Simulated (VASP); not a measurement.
Runs of VASP 6.6.1 on Cd. The structure is that of space group P6/mmm (No. 191), or close to it. The cells are those of the table. This isn't the form of Cd at room conditions, which is hcp.

| cell | gap on the mesh (eV) | pressure (GPa) |
| --- | --- | --- |
| a = 5.394, b = 5.394, c = 3.120 Å, angles 90.0, 90.0, 120.0°, 3 atoms | none | 1.5 |
| a = 5.546, b = 5.546, c = 3.208 Å, angles 90.0, 90.0, 120.0°, 3 atoms | none | (b) |
| a = 5.760, b = 5.760, c = 3.332 Å, angles 90.0, 90.0, 120.0°, 3 atoms | none | (a) |
| a = 5.471, b = 5.471, c = 3.165 Å, angles 90.0, 90.0, 120.0°, 3 atoms | none | 0.7 |
| a = 5.690, b = 5.690, c = 3.292 Å, angles 90.0, 90.0, 120.0°, 3 atoms | none | -0.6 |

Alike in all rows: task single point; level BLYP; potentials or basis VASP PAW PBE potentials, release 64 (Cd); no spin polarisation; k mesh 8 × 8 × 11; cutoff (eV) 520; smearing fermi-dirac 0.1 eV.

Estimate the missing entries.

(a) -0.8; (b) 0.1.

Caveats: the PAW data sets were made with another functional, which shifts forces and pressure a little.

A k mesh can miss the band edges, and the runs leave out spin-orbit coupling on Cd.

A gap of «none» marks levels without a gap at the run's occupations.
